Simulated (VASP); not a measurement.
# Si (P6_3/mmc) in VASP: further runs, part 2 of 2

VASP 6.6.1. The steps go on from the part before.

## (3) Single point, LDA (c/a of the conventional cell at fixed volume 1.8527)

File INCAR:

```
ALGO = Normal
EDIFF = 1E-6
ENCUT = 520
ISIF = 2
ISMEAR = 0
LASPH = True
LCHARG = False
LREAL = False
LWAVE = False
NBANDS = 16
NELM = 60
PREC = Accurate
SIGMA = 0.03
```

File KPOINTS:

```
k-points
0
Gamma
  12 12 6
```

File POSCAR:

```
Si
1.0
    3.6607427577      0.0000000000      0.0000000000
   -1.8303713789      3.1702962248      0.0000000000
    0.0000000000      0.0000000000      6.7822581071
Si
4
Direct
    0.3333333333      0.6666666667      0.0678065120
    0.6666666667      0.3333333333      0.5678065120
    0.3333333333      0.6666666667      0.4321934880
    0.6666666667      0.3333333333      0.9321934880
```

Potentials or basis: VASP PAW LDA potentials, release 64 (Si).

On the command line:

```bash
$ cat potpaw_LDA.64/Si/POTCAR > POTCAR
$ mpirun -np 1 vasp_std > vasp.out
```

OUTCAR:

```text
EDIFF = 1E-6
   ENCUT = 520
   ISIF = 2
   ISMEAR = 0
   LASPH = True
   LREAL = False
   NELM = 60
   PREC = Accurate

 ion  position               nearest neighbor table
   1  0.333  0.667  0.068-   4 2.30   4 2.30   4 2.30   3 2.47
   2  0.667  0.333  0.568-   3 2.30   3 2.30   3 2.30   4 2.47
   3  0.333  0.667  0.432-   2 2.30   2 2.30   2 2.30   1 2.47
   4  0.667  0.333  0.932-   1 2.30   1 2.30   1 2.30   2 2.47

  LATTYP: Found a hexagonal cell.
 ALAT       =     3.6607427577
 C/A-ratio  =     1.8527000000

  Lattice vectors:

 A1 = (   3.6607427577,   0.0000000000,   0.0000000000)
 A2 = (  -1.8303713789,   3.1702962248,   0.0000000000)
 A3 = (   0.0000000000,   0.0000000000,   6.7822581071)

Analysis of symmetry for initial positions (statically):
=====================================================================
 Subroutine PRICEL returns:
 Original cell was already a primitive cell.

 Routine SETGRP: Setting up the symmetry group for a
 hexagonal supercell.

 Subroutine GETGRP returns: Found 24 space group operations
[... 167 lines left out ...]
  ---------------------------------------------------
  free energy    TOTEN  =       -23.43296308 eV

  energy without entropy =      -23.43278417  energy(sigma->0) =      -23.43287363

 E-fermi :   6.4292     XC(G=0):  -9.6781

 val. band max:        6.3963132542   @ k =   0.0000   0.0000   0.1667
 cond. band min:       6.4413034592   @ k =   0.5000   0.0000   0.3333
 fundamental gap:      0.0449902050
 Fermi energy:         6.4292208771

 k-point     1 :       0.0000    0.0000    0.0000
  band No.  band energies     occupation
      1      -6.1418      2.00000
      2      -4.3829      2.00000
      3      -1.2450      2.00000
      4       5.1901      2.00000
      5       5.4005      2.00000
      6       5.4005      2.00000
[... 433 lines left out ...]
      3      -0.6352      2.00000
      4       1.3950      2.00000
      5       1.4694      2.00000
      6       3.9810      2.00000
[... 8 lines left out ...]
     15      13.3490      0.00000
     16      13.7904      0.00000

 [... further k-points ...]
[... 5 lines left out ...]
  --------------------------------------------------------------------------------------
  -------------------------------------------------------------------------------------
  Total        3.4333470      3.4333470     -6.3923286     -0.0000000     -0.0000000      0.0000000
  in kB       69.8851525     69.8851525   -130.1146829     -0.0000000     -0.0000000      0.0000000
  external PRESSURE =       3.2185407 kB  Pullay stress =       0.0000000 kB

 VOLUME and BASIS-vectors are now :
 -----------------------------------------------------------------------------
  energy-cutoff  :      520.00
  volume of cell :       78.71
      direct lattice vectors                 reciprocal lattice vectors
     3.660742758  0.000000000  0.000000000     0.273168607  0.157713969  0.000000000
    -1.830371379  3.170296225  0.000000000     0.000000000  0.315427938  0.000000000
     0.000000000  0.000000000  6.782258107     0.000000000  0.000000000  0.147443519

 POSITION                                       TOTAL-FORCE (eV/Angst)
 -----------------------------------------------------------------------------------
     -0.00000      2.11353      0.45988        -0.000000     -0.000000      0.187049
      1.83037      1.05677      3.85101        -0.000000      0.000000      0.187049
     -0.00000      2.11353      2.93125         0.000000     -0.000000     -0.187049
      1.83037      1.05677      6.32238         0.000000      0.000000     -0.187049
 -----------------------------------------------------------------------------------
    total drift:                               -0.000000      0.000000     -0.000000

  FREE ENERGIE OF THE ION-ELECTRON SYSTEM (eV)
  ---------------------------------------------------
  free  energy   TOTEN  =       -23.4329630844 eV

  energy  without entropy=      -23.4327841685  energy(sigma->0) =      -23.43287363
```

stdout:

```text
POSCAR found type information on POSCAR Si
 POSCAR found :  1 types and       4 ions
 scaLAPACK will be used
 LDA part: xc-table for (Slater(with rela. corr.)+CA(PZ))
 , standard interpolation
 POSCAR, INCAR and KPOINTS ok, starting setup
 FFT: planning ... GRIDC
 FFT: planning ... GRID_SOFT
 FFT: planning ... GRID
 WAVECAR not read
 entering main loop
```

It took 49 s on 1 thread of Intel Xeon Platinum 8488C (Sapphire Rapids), shared host; peak memory 0.19 GiB.

What came out:

```yaml
Free_energy: -23.4330 eV
Pressure: 0.3 GPa
Largest_force: 0.187 eV/Å
Band_gap_on_the_k_mesh: zero (band 8 reaches 6.51 eV, above the bottom of band 9 at 6.44 eV)
```

Forces in eV/Å, atoms in the order of the input:
```
Si   0.000  0.000  0.187
Si   0.000  0.000  0.187
Si   0.000  0.000 -0.187
Si   0.000  0.000 -0.187
```

Stress tensor (GPa, compression positive):
```
  6.99   0.00   0.00
  0.00   6.99   0.00
  0.00   0.00 -13.01
```

Levels at points of the mesh, in eV from the Fermi level:
```tsv
k point	band 6	band 7	band 8	band 9	band 10	band 11
(0.00, 0.00, 0.00)	-1.03	0.08	0.08	0.30	2.10	2.37
(0.50, 0.00, 0.00)	-3.33	-2.81	-1.61	0.61	2.05	2.07
(0.00, 0.00, 0.50)	-0.58	-0.58	-0.58	2.53	2.53	3.16
(0.50, 0.00, 0.50)	-3.13	-2.32	-2.32	0.23	0.23	1.38
```

## (4) Single point, LDA (c/a of the conventional cell at fixed volume 1.5880)

File INCAR:

```
PREC = Accurate
ENCUT = 520
EDIFF = 1E-6
ISMEAR = 0
SIGMA = 0.03
LREAL = F
LASPH = T
NELM = 80
ALGO = Normal
ISIF = 2
LWAVE = F
LCHARG = F
GGA = CA
NBANDS = 16
```

File KPOINTS:

```
regular mesh
0
Gamma
  12 12 6
```

File POSCAR:

```
Si
1.0
    3.8537843876      0.0000000000      0.0000000000
   -1.9268921938      3.3374751803      0.0000000000
    0.0000000000      0.0000000000      6.1198096075
Si
4
Direct
    0.3333333333      0.6666666667      0.0391837161
    0.6666666667      0.3333333333      0.5391837161
    0.3333333333      0.6666666667      0.4608162839
    0.6666666667      0.3333333333      0.9608162839
```

Potentials or basis: VASP PAW LDA potentials, release 64 (Si).

On the command line:

```bash
$ cat potpaw_LDA.64/Si/POTCAR > POTCAR
$ mpirun -np 1 vasp_std > vasp.out
```

OUTCAR:

```text
PREC = Accurate
   ENCUT = 520
   EDIFF = 1E-6
   ISMEAR = 0
   LREAL = F
   LASPH = T
   NELM = 80
   ISIF = 2
   GGA = CA

 ion  position               nearest neighbor table
   1  0.333  0.667  0.039-   4 2.28   4 2.28   4 2.28   3 2.58
   2  0.667  0.333  0.539-   3 2.28   3 2.28   3 2.28   4 2.58
   3  0.333  0.667  0.461-   2 2.28   2 2.28   2 2.28   1 2.58
   4  0.667  0.333  0.961-   1 2.28   1 2.28   1 2.28   2 2.58

  LATTYP: Found a hexagonal cell.
 ALAT       =     3.8537843876
 C/A-ratio  =     1.5880000000

  Lattice vectors:

 A1 = (   3.8537843876,   0.0000000000,   0.0000000000)
 A2 = (  -1.9268921938,   3.3374751803,   0.0000000000)
 A3 = (   0.0000000000,   0.0000000000,   6.1198096075)

Analysis of symmetry for initial positions (statically):
=====================================================================
 Subroutine PRICEL returns:
 Original cell was already a primitive cell.

 Routine SETGRP: Setting up the symmetry group for a
 hexagonal supercell.

[... 168 lines left out ...]
  ---------------------------------------------------
  free energy    TOTEN  =       -23.13183485 eV

  energy without entropy =      -23.13142317  energy(sigma->0) =      -23.13162901

 E-fermi :   6.2933     XC(G=0):  -9.6753

 val. band max:        6.2922740094   @ k =   0.0833   0.0000   0.1667
 cond. band min:       6.3449120602   @ k =   0.0000   0.0000   0.0000
 fundamental gap:      0.0526380507
 Fermi energy:         6.2933477003

 k-point     1 :       0.0000    0.0000    0.0000
  band No.  band energies     occupation
      1      -6.1994      2.00000
      2      -4.0018      2.00000
      3      -0.2219      2.00000
      4       4.1324      2.00000
      5       4.1324      2.00000
      6       5.5157      2.00000
[... 433 lines left out ...]
      3      -0.7231      2.00000
      4       1.1401      2.00000
      5       1.6989      2.00000
      6       3.0009      2.00000
[... 8 lines left out ...]
     15      12.5522      0.00000
     16      13.0353      0.00000

 [... further k-points ...]
[... 5 lines left out ...]
  --------------------------------------------------------------------------------------
  -------------------------------------------------------------------------------------
  Total        1.5891854      1.5891854     -2.1760792      0.0000000      0.0000000     -0.0000000
  in kB       32.3475794     32.3475794    -44.2936953      0.0000000      0.0000000     -0.0000000
  external PRESSURE =       6.8004878 kB  Pullay stress =       0.0000000 kB

 VOLUME and BASIS-vectors are now :
 -----------------------------------------------------------------------------
  energy-cutoff  :      520.00
  volume of cell :       78.71
      direct lattice vectors                 reciprocal lattice vectors
     3.853784388  0.000000000  0.000000000     0.259485197  0.149813848  0.000000000
    -1.926892194  3.337475180  0.000000000     0.000000000  0.299627696  0.000000000
     0.000000000  0.000000000  6.119809607     0.000000000  0.000000000  0.163403776

 POSITION                                       TOTAL-FORCE (eV/Angst)
 -----------------------------------------------------------------------------------
     -0.00000      2.22498      0.23980        -0.000000      0.000000      1.974944
      1.92689      1.11249      3.29970         0.000000     -0.000000      1.974944
     -0.00000      2.22498      2.82011        -0.000000      0.000000     -1.974944
      1.92689      1.11249      5.88001         0.000000     -0.000000     -1.974944
 -----------------------------------------------------------------------------------
    total drift:                               -0.000000      0.000000     -0.000000

  FREE ENERGIE OF THE ION-ELECTRON SYSTEM (eV)
  ---------------------------------------------------
  free  energy   TOTEN  =       -23.1318348469 eV

  energy  without entropy=      -23.1314231685  energy(sigma->0) =      -23.13162901
```

OSZICAR:

```text
N       E                     dE             d eps       ncg     rms          rms(c)
DAV:   1     0.244594587752E+02    0.24459E+02   -0.59509E+03  2432   0.820E+02
DAV:   2    -0.217776751400E+02   -0.46237E+02   -0.42059E+02  3312   0.122E+02
DAV:   3    -0.236422006159E+02   -0.18645E+01   -0.18486E+01  3304   0.230E+01
DAV:   4    -0.236654576223E+02   -0.23257E-01   -0.23252E-01  3024   0.328E+00
DAV:   5    -0.236658968367E+02   -0.43921E-03   -0.43916E-03  3352   0.425E-01    0.726E+00
DAV:   6    -0.232947489433E+02    0.37115E+00   -0.14729E-01  2832   0.180E+00    0.433E+00
DAV:   7    -0.231317640735E+02    0.16298E+00   -0.27460E-01  2984   0.249E+00    0.313E-01
DAV:   8    -0.231318084343E+02   -0.44361E-04   -0.22457E-02  2944   0.792E-01    0.105E-01
DAV:   9    -0.231318126563E+02   -0.42219E-05   -0.47929E-04  3368   0.127E-01    0.833E-02
DAV:  10    -0.231318378233E+02   -0.25167E-04   -0.58866E-05  2952   0.405E-02    0.320E-02
DAV:  11    -0.231318349219E+02    0.29014E-05   -0.43245E-06  3176   0.125E-02    0.535E-03
DAV:  12    -0.231318348469E+02    0.74916E-07   -0.38340E-07  1920   0.347E-03
   1 F= -.23131835E+02 E0= -.23131629E+02  d E =-.411678E-03
```

stdout:

```text
POSCAR found type information on POSCAR Si
 POSCAR found :  1 types and       4 ions
 scaLAPACK will be used
 LDA part: xc-table for (Slater(with rela. corr.)+CA(PZ))
 , standard interpolation
 POSCAR, INCAR and KPOINTS ok, starting setup
 FFT: planning ... GRIDC
 FFT: planning ... GRID_SOFT
 FFT: planning ... GRID
 WAVECAR not read
 entering main loop
```

Run time: 62 s. Hardware: 1 thread of Intel Xeon Platinum 8488C (Sapphire Rapids), shared host; peak memory 0.19 GiB.

What came out:

* Free energy: -23.1318 eV
* Pressure: 0.7 GPa
* Largest force: 1.975 eV/Å
* Band gap on the k mesh: zero (band 8 reaches 6.89 eV, above the bottom of band 9 at 5.94 eV)

Forces in eV/Å, atoms in the order of the input:
```
Si   0.000  0.000  1.975
Si   0.000  0.000  1.975
Si   0.000  0.000 -1.975
Si   0.000  0.000 -1.975
```

Caveat: forces of over 1 eV/Å act on the atoms, so gaps and moduli don't describe the material at rest.

## (5) Overview

```tsv
cell	gap on the mesh (eV)	pressure (GPa)	largest force (eV/Å)
a = 3.752, b = 3.752, c = 6.455 Å, angles 90.0, 90.0, 120.0°, 4 atoms	0.24	-0.2	0.41
a = 3.661, b = 3.661, c = 6.782 Å, angles 90.0, 90.0, 120.0°, 4 atoms	none	0.3	0.19
a = 3.854, b = 3.854, c = 6.120 Å, angles 90.0, 90.0, 120.0°, 4 atoms	none	0.7	1.97
```

Alike in all rows: task single point; level LDA; potentials or basis VASP PAW LDA potentials, release 64 (Si); no spin polarisation; k mesh 12 × 12 × 6; cutoff (eV) 520; smearing gaussian 0.03 eV.

Caveats: forces of over 1 eV/Å act on the atoms, so gaps and moduli don't describe the material at rest (some runs).

Total energies depend on the potentials used, so only differences within one code and one set of settings carry meaning.
